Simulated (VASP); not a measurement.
# KSrCl3 (Pm-3m) in VASP: notebook

KSrCl3 is run at these levels: PBE, r2SCAN; tasks: single point.

Everything below comes from runs of VASP 6.6.1. Logs are shortened: lines on timing, memory, paths and dates and some standing lists are left out, and cuts for length are marked.

### 1 The cell of the first run

The structure is cubic, space group Pm-3m (No. 221). Conventional cell: a = 5.608 Å, b = 5.608 Å, c = 5.608 Å, α = 90.00°, β = 90.00°, γ = 90.00°. Within 5.2 Å of K (site symmetry m-3m) lie 12 Cl at 3.97 Å and 8 Sr at 4.86 Å. Within 3.7 Å of Sr (site symmetry m-3m) lie 6 Cl at 2.80 Å. Cl (site symmetry 4/mmm) has 2 Sr at 2.80 Å within 3.7 Å.

### 2 Single point, PBE (strain -0.5%)

The input, INCAR:

```
PREC = Accurate
ENCUT = 520
EDIFF = 1E-6
ISMEAR = -1
SIGMA = 0.02
LREAL = False
LASPH = True
NELM = 80
ALGO = Normal
ISIF = 2
LWAVE = False
LCHARG = True
GGA = PE
LELF = True
LVHAR = True
NBANDS = 28
```

The input, KPOINTS:

```
Automatic mesh
0
Gamma
  4 4 4
```

The input, POSCAR:

```
KSrCl3
1.0
    5.6080191385      0.0000000000      0.0000000000
    0.0000000000      5.6080191385      0.0000000000
    0.0000000000      0.0000000000      5.6080191385
K Sr Cl
1 1 3
Direct
    0.0000000000      0.0000000000      0.0000000000
    0.5000000000      0.5000000000      0.5000000000
    0.5000000000      0.5000000000      0.0000000000
    0.5000000000      0.0000000000      0.5000000000
    0.0000000000      0.5000000000      0.5000000000
```

Potentials or basis: VASP PAW PBE potentials, release 64 (K_sv, Sr_sv, Cl).

On the command line:

```bash
$ cat potpaw_PBE.64/K_sv/POTCAR potpaw_PBE.64/Sr_sv/POTCAR potpaw_PBE.64/Cl/POTCAR > POTCAR
$ mpirun -np 1 vasp_std > vasp.out
```

OUTCAR:

```text
PREC = Accurate
   ENCUT = 520
   EDIFF = 1E-6
   ISMEAR = -1
   LREAL = False
   LASPH = True
   NELM = 80
   ISIF = 2
   GGA = PE

 ion  position               nearest neighbor table
   1  0.000  0.000  0.000-
   2  0.500  0.500  0.500-   3 2.80   4 2.80   5 2.80   3 2.80   4 2.80   5 2.80
   3  0.500  0.500  0.000-   2 2.80   2 2.80
   4  0.500  0.000  0.500-   2 2.80   2 2.80
   5  0.000  0.500  0.500-   2 2.80   2 2.80

  LATTYP: Found a simple cubic cell.
 ALAT       =     5.6080191385

  Lattice vectors:

 A1 = (   5.6080191385,   0.0000000000,   0.0000000000)
 A2 = (   0.0000000000,   5.6080191385,   0.0000000000)
 A3 = (   0.0000000000,   0.0000000000,   5.6080191385)

Analysis of symmetry for initial positions (statically):
=====================================================================
 Subroutine PRICEL returns:
 Original cell was already a primitive cell.

 Routine SETGRP: Setting up the symmetry group for a
 simple cubic supercell.

 Subroutine GETGRP returns: Found 48 space group operations
 (whereof 48 operations were pure point group operations)
 out of a pool of 48 trial point group operations.

The static configuration has the point symmetry O_h .

Analysis of symmetry for dynamics (positions and initial velocities):
=====================================================================
 Subroutine PRICEL returns:
 Original cell was already a primitive cell.

 Routine SETGRP: Setting up the symmetry group for a
 simple cubic supercell.

 Subroutine GETGRP returns: Found 48 space group operations
 (whereof 48 operations were pure point group operations)
 out of a pool of 48 trial point group operations.

The dynamic configuration has the point symmetry O_h .

 Subroutine INISYM returns: Found 48 space group operations
 (whereof 48 operations are pure point group operations),
 and found     1 'primitive' translations

----------------------------------------------------------------------------------------

                                     Primitive cell

  volume of cell :     176.3715

[... 65 lines left out ...]
   dimension x,y,z NGXF=    84 NGYF=   84 NGZF=   84
   ions per type =               1   1   3
   NGX,Y,Z   is equivalent  to a cutoff of  12.45, 12.45, 12.45 a.u.
   NGXF,Y,Z  is equivalent  to a cutoff of  24.90, 24.90, 24.90 a.u.
 SYSTEM =  unknown system
   PREC   = accura    normal or accurate (medium, high low for compatibility)
   ISTART =      0    job   : 0-new  1-cont  2-samecut
   ICHARG =      2    charge: 1-file 2-atom 10-const
   ISPIN  =      1    spin polarized calculation?
   LNONCOLLINEAR =      F non collinear calculations
   LSORBIT =      F    spin-orbit coupling
   LASPH  =      T    aspherical Exc in radial PAW
   ENCUT  =  520.0 eV  38.22 Ry    6.18 a.u.  10.43 10.43 10.43*2*pi/ulx,y,z
   NELM   =     80;   NELMIN=  2; NELMDL= -5     # of ELM steps
   EDIFF  = 0.1E-05   stopping-criterion for ELM
   LREAL  =      F    real-space projection
[... 7 lines left out ...]
   TEBEG  =    0.0;   TEEND  =   0.0 temperature during run
   PSTRESS=    0.0 pullay stress
   NELECT =      40.0000    total number of electrons
   NUPDOWN=      -1.0000    fix difference up-down
   EMIN   =  10.00;   EMAX   =-10.00  energy-range for DOS
   EFERMI =   0.00;   METHOD = LEGACY
   ISMEAR =    -1;   SIGMA  =   0.02  broadening in eV -4-tet -1-fermi 0-gaus
   EFERMI_NEDOS =   21; number of points for ismear=-14 and -15
   IALGO  =     38    algorithm
   IMIX   =      4    mixing-type and parameters
     AMIX     =   0.40;   BMIX     =  1.00
     AMIX_MAG =   1.60;   BMIX_MAG =  1.00
  volume/ion in A,a.u.               =      35.27       238.04
  Fermi-wavevector in a.u.,A,eV,Ry     =   0.998356  1.886619 13.561121  0.996714
  Thomas-Fermi vector in A             =   2.130574
   LORBIT       =      0    0 simple, 1 ext, 2 COOP (PROOUT), +10 PAW based schemes
   GGA     = PE    functional components
   LHFCALC =     F    Hartree Fock is set to
   AEXX    =    0.0000 exact exchange contribution
   IVDW    =     0    specifies the selected vdW correction
   LEPSILON=     F    determine dielectric tensor
   LRPA    =     F    only Hartree local field effects (RPA)
 non-spin polarized calculation
  energy-cutoff  :      520.00
  volume of cell :      176.37
 maximum number of plane-waves:      4780
 NGX is ok and might be reduce to    42
   NGX = 21   NGY = 21   NGZ = 21

 number of electron      39.9999994 magnetization

 Free energy of the ion-electron system (eV)
  ---------------------------------------------------
  ext. energy  EPLUGINS =         0.00000000
  ---------------------------------------------------
  free energy    TOTEN  =       -19.15817364 eV

  energy without entropy =      -19.15817364  energy(sigma->0) =      -19.15817364

 E-fermi :  -1.0631     XC(G=0):  -7.1928

 val. band max:       -1.6154240219   @ k =   0.5000   0.5000   0.5000
 cond. band min:       2.8978364756   @ k =   0.0000   0.0000   0.0000
 fundamental gap:      4.5132604975
 Fermi energy:        -1.0631012018

 k-point     1 :       0.0000    0.0000    0.0000
  band No.  band energies     occupation
      1     -33.6641      2.00000
      2     -30.2761      2.00000
      3     -15.8104      2.00000
      4     -15.8104      2.00000
      5     -15.8104      2.00000
      6     -14.2023      2.00000
[... 299 lines left out ...]
     27       6.9143      0.00000
     28       7.8069      0.00000

------------------------ aborting loop because EDIFF is reached ----------------------------------------

  FORCE on cell =-STRESS in cart. coord.  units (eV):
  Direction    XX          YY          ZZ          XY          YZ          ZX
  --------------------------------------------------------------------------------------
  -------------------------------------------------------------------------------------
  Total        0.9738330      0.9738330      0.9738330      0.0000000     -0.0000000      0.0000000
  in kB        8.8464005      8.8464005      8.8464005      0.0000000     -0.0000000      0.0000000
  external PRESSURE =       8.8464005 kB  Pullay stress =       0.0000000 kB

 VOLUME and BASIS-vectors are now :
 -----------------------------------------------------------------------------
  energy-cutoff  :      520.00
  volume of cell :      176.37
      direct lattice vectors                 reciprocal lattice vectors
     5.608019138  0.000000000  0.000000000     0.178316082  0.000000000  0.000000000
     0.000000000  5.608019138  0.000000000     0.000000000  0.178316082  0.000000000
     0.000000000  0.000000000  5.608019138     0.000000000  0.000000000  0.178316082

 POSITION                                       TOTAL-FORCE (eV/Angst)
 -----------------------------------------------------------------------------------
      0.00000      0.00000      0.00000         0.000000      0.000000      0.000000
      2.80401      2.80401      2.80401         0.000000      0.000000      0.000000
      2.80401      2.80401      0.00000         0.000000      0.000000      0.000000
      2.80401      0.00000      2.80401         0.000000      0.000000      0.000000
      0.00000      2.80401      2.80401         0.000000      0.000000      0.000000
 -----------------------------------------------------------------------------------
    total drift:                                0.000000     -0.000000     -0.000000

  FREE ENERGIE OF THE ION-ELECTRON SYSTEM (eV)
  ---------------------------------------------------
  free  energy   TOTEN  =       -19.1581736428 eV

  energy  without entropy=      -19.1581736428  energy(sigma->0) =      -19.15817364
```

stdout:

```text
POSCAR found type information on POSCAR K SrCl
 POSCAR found :  3 types and       5 ions
 scaLAPACK will be used
 LDA part: xc-table for (Slater+PW92), standard interpolation
 POSCAR, INCAR and KPOINTS ok, starting setup
 FFT: planning ... GRIDC
 FFT: planning ... GRID_SOFT
 FFT: planning ... GRID
 WAVECAR not read
 entering main loop
```

Run time: 76 s. Hardware: 1 thread of Intel Xeon 8259CL, shared host; peak memory 0.28 GiB.

Results:

| Property | Result |
| --- | --- |
| Free energy | -19.1582 eV |
| Pressure | 0.9 GPa |
| Band gap on the k mesh | 4.51 eV (least direct gap 4.72 eV) |

Caveat: the cell differs from its parent crystal (strain -0.5%). A k mesh can miss the band edges.

### 3 Single point, r2SCAN (strain -0.5%)

POSCAR is that of step 2.

The input, INCAR.step1:

```
SYSTEM = KSrCl3
ALGO = Normal
EDIFF = 1E-4
ENCUT = 520
GGA = PE
ISMEAR = 0
LASPH = .TRUE.
LCHARG = .FALSE.
LREAL = .FALSE.
LWAVE = .TRUE.
NBANDS = 28
NELM = 80
PREC = Accurate
SIGMA = 0.01
```

The input, INCAR.step2:

```
SYSTEM = KSrCl3
ALGO = Normal
EDIFF = 1E-7
ENCUT = 520
ISIF = 2
ISMEAR = 0
ISTART = 1
LASPH = .TRUE.
LCHARG = .FALSE.
LMIXTAU = .TRUE.
LREAL = .FALSE.
LWAVE = .FALSE.
METAGGA = R2SCAN
NBANDS = 28
NELM = 80
PREC = Accurate
SIGMA = 0.01
```

The input, KPOINTS:

```
k-points
0
G
  4 4 4
  0 0 0
```

Potentials or basis: VASP PAW PBE potentials, release 64 (K_sv, Sr_sv, Cl).

On the command line:

```bash
$ cat potpaw_PBE.64/K_sv/POTCAR potpaw_PBE.64/Sr_sv/POTCAR potpaw_PBE.64/Cl/POTCAR > POTCAR
$ cp INCAR.step1 INCAR
$ mpirun -np 1 vasp_std > vasp.out
$ cp INCAR.step2 INCAR
$ mpirun -np 1 vasp_std > vasp.out
```

Wall time 5.8 min (1 thread of Intel Xeon 8259CL, shared host); peak memory 0.31 GiB.

It converged, with:

```
Free energy            : -51.6370 eV
Pressure               : 0.4 GPa
Band gap on the k mesh : 5.22 eV (least direct gap 5.43 eV)
```

Levels at points of the mesh, in eV from the valence-band top:
| k point | band 16 | band 17 | band 18 | band 19 | band 20 | band 21 | band 22 | band 23 | band 24 | band 25 |
| --- | --- | --- | --- | --- | --- | --- | --- | --- | --- | --- |
| (0.00, 0.00, 0.00) | -0.43 | -0.43 | -0.21 | -0.21 | -0.21 | 5.22 | 6.71 | 6.71 | 6.71 | 7.65 |
| (0.50, 0.00, 0.00) | -0.70 | -0.70 | -0.53 | -0.28 | -0.28 | 6.86 | 6.95 | 7.11 | 7.94 | 7.94 |
| (0.50, 0.50, 0.00) | -0.71 | -0.66 | -0.66 | -0.64 | -0.01 | 7.65 | 8.05 | 8.05 | 8.33 | 8.33 |
| (0.50, 0.50, 0.50) | -1.33 | -1.33 | 0.00 | 0.00 | 0.00 | 6.88 | 8.07 | 8.07 | 8.07 | 9.25 |

Caveat: the cell differs from its parent crystal (strain -0.5%); the PAW data sets were made with another functional, which shifts forces and pressure a little.

### 4 Single point, r2SCAN

This run uses another cell than the first one, of 35.81 Å³/atom.

POSCAR, as its differences from that of step 3:

```diff
@@ -2,5 +2,5 @@
 1.0
-    5.6080191385      0.0000000000      0.0000000000
-    0.0000000000      5.6080191385      0.0000000000
-    0.0000000000      0.0000000000      5.6080191385
+    5.6362001392      0.0000000000      0.0000000000
+    0.0000000000      5.6362001392      0.0000000000
+    0.0000000000      0.0000000000      5.6362001392
 K Sr Cl
```

The input, INCAR.step1:

```
PREC = Accurate
ENCUT = 520
ISMEAR = 0
SIGMA = 0.01
LREAL = F
LASPH = T
NELM = 100
NBANDS = 28
GGA = PE
ALGO = Normal
EDIFF = 1E-4
LWAVE = T
LCHARG = F
```

The input, INCAR.step2:

```
PREC = Accurate
ENCUT = 520
EDIFF = 1E-7
ISMEAR = 0
SIGMA = 0.01
LREAL = F
LASPH = T
NELM = 100
ALGO = Normal
ISIF = 2
LWAVE = F
LCHARG = F
METAGGA = R2SCAN
LMIXTAU = T
NBANDS = 28
ISTART = 1
```

The input, KPOINTS:

```
regular mesh
0
Gamma
  4 4 4
```

On the command line:

```bash
$ cat potpaw_PBE.64/K_sv/POTCAR potpaw_PBE.64/Sr_sv/POTCAR potpaw_PBE.64/Cl/POTCAR > POTCAR
$ cp INCAR.step1 INCAR
$ mpirun -np 1 vasp_std > vasp.out
$ cp INCAR.step2 INCAR
$ mpirun -np 1 vasp_std > vasp.out
```

Run time: 5.9 min. Hardware: 1 thread of Intel Xeon 8259CL, shared host; peak memory 0.31 GiB.

Results (log left out):

```yaml
Free_energy: -51.6415 eV
Pressure: 0.0 GPa
Band_gap_on_the_k_mesh: 5.19 eV (least direct gap 5.41 eV)
```

Levels at points of the mesh, in eV from the valence-band top:
```
           k point  band 16  band 17  band 18  band 19  band 20  band 21  band 22  band 23  band 24  band 25
(0.00, 0.00, 0.00)    -0.42    -0.42    -0.21    -0.21    -0.21     5.19     6.71     6.71     6.71     7.64
(0.50, 0.00, 0.00)    -0.68    -0.68    -0.51    -0.28    -0.28     6.81     6.94     7.07     7.90     7.90
(0.50, 0.50, 0.00)    -0.69    -0.65    -0.64    -0.64    -0.01     7.60     8.01     8.01     8.27     8.27
(0.50, 0.50, 0.50)    -1.30    -1.30     0.00     0.00     0.00     6.86     8.05     8.05     8.05     9.17
```

Caveat: the PAW data sets were made with another functional, which shifts forces and pressure a little. A k mesh can miss the band edges.

### 5 Overview

```tsv
level	cell	smearing	gap on the mesh (eV)	pressure (GPa)
PBE	a = 5.608 Å, 5 atoms	fermi-dirac 0.02 eV	4.51	0.9
r2SCAN	a = 5.608 Å, 5 atoms	gaussian 0.01 eV	5.22	0.4
r2SCAN	a = 5.636 Å, 5 atoms	gaussian 0.01 eV	5.19	0.0
```

Alike in all rows: task single point; potentials or basis VASP PAW PBE potentials, release 64 (K_sv, Sr_sv, Cl); no spin polarisation; k mesh 4 × 4 × 4; cutoff (eV) 520.

Caveats: the PAW data sets were made with another functional, which shifts forces and pressure a little (at least some runs).

Total energies depend on the potentials used, so only differences within one code and one set of settings carry meaning.
